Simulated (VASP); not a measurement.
Wanted: the native input for a VASP 6.6.1 run.

```
Task                   : single point
Functional             : PBE
Potentials or basis    : VASP PAW PBE potentials, release 64 (Al, B, N)
Cutoff                 : 520 eV
k mesh                 : 6 × 6 × 2
Occupations            : gaussian, width 0.1 eV
Spin                   : no spin polarisation
Dipole correction      : no
Further INCAR settings : ALGO = Normal; EDIFF = 1e-07; NBANDS = 21
```

The structure of Al2BN3 lies in POSCAR:

```
Al2BN3
1.0
    2.9590948373      0.0000000027      0.0000000000
   -1.4795474210      2.5626513000      0.0000000000
    0.0000000000      0.0000000000      7.2336465064
Al B N
2 1 3
Direct
    0.0000000000      0.0000000000     -0.0104267631
    0.6666666667      0.3333333333      0.3470330389
    0.3333333333      0.6666666667      0.6541564785
    0.6666666667      0.3333333333      0.0878787641
    0.3333333333      0.6666666667      0.4436040813
    0.0000000000      0.0000000000      0.7277544003
```

These files were run (other wordings do the same):

INCAR

```
SYSTEM = Al2BN3
PREC = Accurate
ENCUT = 520
EDIFF = 1E-7
ISMEAR = 0
SIGMA = 0.1
LREAL = .FALSE.
LASPH = .TRUE.
NELM = 60
ALGO = Normal
ISIF = 2
LWAVE = .FALSE.
LCHARG = .TRUE.
GGA = PE
LELF = .TRUE.
LVHAR = .TRUE.
NBANDS = 21
```

KPOINTS

```
regular mesh
0
G
  6 6 2
  0 0 0
```

Potentials or basis: VASP PAW PBE potentials, release 64 (Al, B, N).

Run with:

```console
$ cat potpaw_PBE.64/Al/POTCAR potpaw_PBE.64/B/POTCAR potpaw_PBE.64/N/POTCAR > POTCAR
$ mpirun -np 1 vasp_std > vasp.out
```

It gave:

The pressure is -0.2 GPa. The largest force is 0.025 eV/Å. The band gap on the k mesh is 3.10 eV (least direct gap 4.07 eV).

Caveat: the k points lie up to 0.43 Å⁻¹ apart.

It took 30 s on 1 thread of Intel Xeon 8259CL, on a shared host, peak memory 0.17 GiB.
